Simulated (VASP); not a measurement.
# Cd2C (fluorite type) (Fm-3m) in VASP: relaxation of cell and atoms with PBE

Aim: the relaxation of cell and atoms of Cd2C (fluorite type) with PBE.

All numbers are computed with VASP 6.6.1; they aren't measurements. Logs are shortened: lines on timing, memory, paths and dates and some standing lists are left out, and cuts for length are marked.

## Step 1: The cell of the first run

Symmetry: Fm-3m, No. 225, cubic system. The conventional cell has a = 6.011 Å, b = 6.011 Å, c = 6.011 Å, α = 90.00°, β = 90.00°, γ = 90.00°. Within 3.4 Å of C (site symmetry m-3m) lie 8 Cd at 2.60 Å. Within 3.4 Å of Cd (site symmetry -43m) lie 4 C at 2.60 Å and 6 Cd at 3.01 Å.

## Step 2: Relaxation of cell and atoms, PBE

Contents of INCAR:

```
SYSTEM = Cd2C
PREC = Accurate ; ENCUT = 700
EDIFF = 1E-7 ; ISMEAR = -1
SIGMA = 0.03 ; LREAL = .False.
LASPH = .True. ; NELM = 120
ALGO = Normal ; ISIF = 3
LWAVE = .False. ; LCHARG = .False.
GGA = PE ; IBRION = 2
NSW = 100 ; EDIFFG = -0.005
GGA_COMPAT = .False. ; NELMIN = 4
```

Contents of KPOINTS:

```
regular mesh
0
Gamma
  10 10 10
  0 0 0
```

Contents of POSCAR:

```
Cd2C
1.0
    0.0000000000      3.0056289091      3.0056289091
    3.0056289091      0.0000000000      3.0056289091
    3.0056289091      3.0056289091      0.0000000000
C Cd
1 2
Direct
    0.0000000000      0.0000000000      0.0000000000
    0.2500000000      0.2500000000      0.2500000000
    0.7500000000      0.7500000000      0.7500000000
```

Potentials or basis: VASP PAW PBE potentials, release 64 (C, Cd_sv_GW).

Launch:

```console
$ cat potpaw_PBE.64/C/POTCAR potpaw_PBE.64/Cd_sv_GW/POTCAR > POTCAR
$ mpirun -np 1 vasp_std > vasp.out
```

OUTCAR:

```text
SYSTEM = Cd2C
   PREC = Accurate
   ENCUT = 700
   EDIFF = 1E-7
   ISMEAR = -1
   LREAL = .False.
   LASPH = .True.
   NELM = 120
   ISIF = 3
   GGA = PE
   IBRION = 2
   NSW = 100
   EDIFFG = -0.005
   NELMIN = 4

 ion  position               nearest neighbor table
   1  0.000  0.000  0.000-
   2  0.250  0.250  0.250-
   3  0.750  0.750  0.750-

  LATTYP: Found a face centered cubic cell.
 ALAT       =     6.0112578182

  Lattice vectors:

 A1 = (   0.0000000000,   3.0056289091,   3.0056289091)
 A2 = (   3.0056289091,   0.0000000000,   3.0056289091)
 A3 = (   3.0056289091,   3.0056289091,   0.0000000000)

Analysis of symmetry for initial positions (statically):
=====================================================================
 Subroutine PRICEL returns:
 Original cell was already a primitive cell.

 Routine SETGRP: Setting up the symmetry group for a
 face centered cubic supercell.

 Subroutine GETGRP returns: Found 48 space group operations
 (whereof 48 operations were pure point group operations)
 out of a pool of 48 trial point group operations.

The static configuration has the point symmetry O_h .

Analysis of symmetry for dynamics (positions and initial velocities):
=====================================================================
 Subroutine PRICEL returns:
 Original cell was already a primitive cell.

 Routine SETGRP: Setting up the symmetry group for a
 face centered cubic supercell.

 Subroutine GETGRP returns: Found 48 space group operations
 (whereof 48 operations were pure point group operations)
 out of a pool of 48 trial point group operations.

The dynamic configuration has the point symmetry O_h .

 Subroutine INISYM returns: Found 48 space group operations
 (whereof 48 operations are pure point group operations),
 and found     1 'primitive' translations

----------------------------------------------------------------------------------------

                                     Primitive cell

  volume of cell :      54.3045

  direct lattice vectors                    reciprocal lattice vectors
     0.000000000  3.005628909  3.005628909    -0.166354535  0.166354535  0.166354535
     3.005628909  0.000000000  3.005628909     0.166354535 -0.166354535  0.166354535
     3.005628909  3.005628909  0.000000000     0.166354535  0.166354535 -0.166354535

  length of vectors
     4.250601167  4.250601167  4.250601167     0.288134507  0.288134507  0.288134507
[... 90 lines left out ...]
   ISYM   =      2    0-nonsym 1-usesym 2-fastsym
   POTIM  = 0.5000    time-step for ionic-motion
   TEBEG  =    0.0;   TEEND  =   0.0 temperature during run
   PSTRESS=    0.0 pullay stress
   NELECT =      44.0000    total number of electrons
   NUPDOWN=      -1.0000    fix difference up-down
   EMIN   =  10.00;   EMAX   =-10.00  energy-range for DOS
   EFERMI =   0.00;   METHOD = LEGACY
   ISMEAR =    -1;   SIGMA  =   0.03  broadening in eV -4-tet -1-fermi 0-gaus
   EFERMI_NEDOS =   21; number of points for ismear=-14 and -15
   IALGO  =     38    algorithm
   IMIX   =      4    mixing-type and parameters
     AMIX     =   0.40;   BMIX     =  1.00
     AMIX_MAG =   1.60;   BMIX_MAG =  1.00
  volume/ion in A,a.u.               =      18.10       122.16
  Fermi-wavevector in a.u.,A,eV,Ry     =   1.526208  2.884115 31.692194  2.329311
  Thomas-Fermi vector in A             =   2.634273
   LORBIT       =      0    0 simple, 1 ext, 2 COOP (PROOUT), +10 PAW based schemes
   GGA     = PE    functional components
   LHFCALC =     F    Hartree Fock is set to
   AEXX    =    0.0000 exact exchange contribution
   IVDW    =     0    specifies the selected vdW correction
   LEPSILON=     F    determine dielectric tensor
   LRPA    =     F    only Hartree local field effects (RPA)
 conjugate gradient relaxation of ions
 non-spin polarized calculation
  energy-cutoff  :      700.00
  volume of cell :       54.30
 maximum number of plane-waves:      2301
 NGX is ok and might be reduce to    40
   NGX = 19   NGY = 19   NGZ = 19

--------------------------------------- Ionic step        1  -------------------------------------------

 number of electron      43.9999994 magnetization

 Free energy of the ion-electron system (eV)
  ---------------------------------------------------
  ext. energy  EPLUGINS =         0.00000000
  ---------------------------------------------------
  free energy    TOTEN  =        -7.40072960 eV

  energy without entropy =       -7.39977505  energy(sigma->0) =       -7.40025233

------------------------ aborting loop because EDIFF is reached ----------------------------------------

  FORCE on cell =-STRESS in cart. coord.  units (eV):
  Direction    XX          YY          ZZ          XY          YZ          ZX
  --------------------------------------------------------------------------------------
  -------------------------------------------------------------------------------------
  Total       -1.5230823     -1.5230823     -1.5230823      0.0000000      0.0000000     -0.0000000
  in kB      -44.9363582    -44.9363582    -44.9363582      0.0000000      0.0000000     -0.0000000
  external PRESSURE =     -44.9363582 kB  Pullay stress =       0.0000000 kB
[... 61 lines left out ...]
--------------------------------------- Ionic step        3  -------------------------------------------

 number of electron      44.0000007 magnetization

 Free energy of the ion-electron system (eV)
  ---------------------------------------------------
  ext. energy  EPLUGINS =         0.00000000
  ---------------------------------------------------
  free energy    TOTEN  =        -7.45039849 eV

  energy without entropy =       -7.44923407  energy(sigma->0) =       -7.44981628

 E-fermi :   6.1985     XC(G=0): -11.3046

 val. band max:        6.1799449521   @ k =   0.2000   0.0000   0.0000
 cond. band min:       6.2329731662   @ k =  -0.1000   0.1000   0.0000
 fundamental gap:      0.0530282141
 Fermi energy:         6.1985187471

 k-point     1 :       0.0000    0.0000    0.0000
  band No.  band energies     occupation
      1     -96.6015      2.00000
      2     -96.5939      2.00000
      3     -57.6694      2.00000
      4     -57.6694      2.00000
      5     -57.6694      2.00000
      6     -57.6344      2.00000
[... 685 lines left out ...]
     25      10.8831      0.00000
     26      12.3593      0.00000

 [... further k-points ...]

------------------------ aborting loop because EDIFF is reached ----------------------------------------

  FORCE on cell =-STRESS in cart. coord.  units (eV):
  Direction    XX          YY          ZZ          XY          YZ          ZX
  --------------------------------------------------------------------------------------
  -------------------------------------------------------------------------------------
  Total       -0.0010407     -0.0010407     -0.0010407      0.0000000     -0.0000000      0.0000000
  in kB       -0.0327106     -0.0327106     -0.0327106      0.0000000     -0.0000000      0.0000000
  external PRESSURE =      -0.0327106 kB  Pullay stress =       0.0000000 kB
[... 18 lines left out ...]
  FREE ENERGIE OF THE ION-ELECTRON SYSTEM (eV)
  ---------------------------------------------------
  free  energy   TOTEN  =        -7.4503984890 eV

  energy  without entropy=       -7.4492340725  energy(sigma->0) =       -7.44981628

 reached required accuracy - stopping structural energy minimisation
```

OSZICAR:

```text
N       E                     dE             d eps       ncg     rms          rms(c)
DAV:   1     0.124124103428E+04    0.12412E+04   -0.30987E+04  2484   0.289E+03
DAV:   2     0.150012325746E+03   -0.10912E+04   -0.10595E+04  2452   0.105E+03
DAV:   3     0.297776526682E+00   -0.14971E+03   -0.14630E+03  3874   0.442E+02
[... 36 lines left out ...]
DAV:   8    -0.745039747140E+01   -0.13527E-06   -0.10235E-06  3576   0.856E-03    0.265E-03
DAV:   9    -0.745039807301E+01   -0.60161E-06   -0.17949E-07  1482   0.121E-02    0.169E-03
DAV:  10    -0.745039866297E+01   -0.58996E-06   -0.20323E-07  1710   0.577E-03    0.480E-04
DAV:  11    -0.745039850098E+01    0.16199E-06   -0.57363E-08  1282   0.685E-03    0.728E-04
DAV:  12    -0.745039848902E+01    0.11963E-07   -0.20814E-08  1272   0.300E-03
   3 F= -.74503985E+01 E0= -.74498163E+01  d E =-.496689E-01
```

It took 10 min on 1 thread of AMD EPYC 7R43 (Zen 3), shared host; peak memory 0.27 GiB.

Results:

```
Free energy                           : -7.4504 eV
Relaxed volume                        : 16.99 Å³/atom
Relaxed cell                          : a = 4.162 Å, b = 4.162 Å, c = 4.162 Å, α = 60.00°, β = 60.00°, γ = 60.00°
Space group after relaxing (to 0.1 Å) : Fm-3m (No. 225)
Energy gained by relaxing             : 16.6 meV/atom
Ionic steps                           : 3
Pressure after relaxing               : 0.0 GPa
Band gap on the k mesh                : zero (bands 22 and 23 overlap by 0.54 eV)
```

Step by step:
```csv
step,energy change (eV),largest force (eV/Å),pressure (GPa),volume (Å³)
1,0.0000,0.0000,-4.49,54.30
2,-0.0480,0.0000,0.95,50.41
3,-0.0497,0.0000,0.00,50.97
```

Final structure:
```yaml
crystal:
  lattice:
    - [0.00000, 2.94285, 2.94285]
    - [2.94285, 0.00000, 2.94285]
    - [2.94285, 2.94285, 0.00000]
  atoms:
    - { symbol: C, position: [0.00000, 0.00000, 0.00000] }
    - { symbol: Cd, position: [0.25000, 0.25000, 0.25000] }
    - { symbol: Cd, position: [0.75000, 0.75000, 0.75000] }
```

Levels at points of the mesh, in eV from the Fermi level:
```csv
k point,band 19,band 20,band 21,band 22,band 23,band 24,band 25,band 26
"(0.00, 0.00, 0.00)",-7.75,-1.87,0.17,0.17,0.17,3.96,3.96,3.96
"(0.50, 0.00, 0.00)",-7.64,-5.94,-0.63,-0.63,-0.37,4.38,5.07,5.07
"(0.50, 0.50, 0.00)",-7.77,-4.53,-2.59,-2.59,0.91,1.52,5.05,6.98
```

The gap in the log of VASP goes by the Fermi energy; the results here count the filled bands.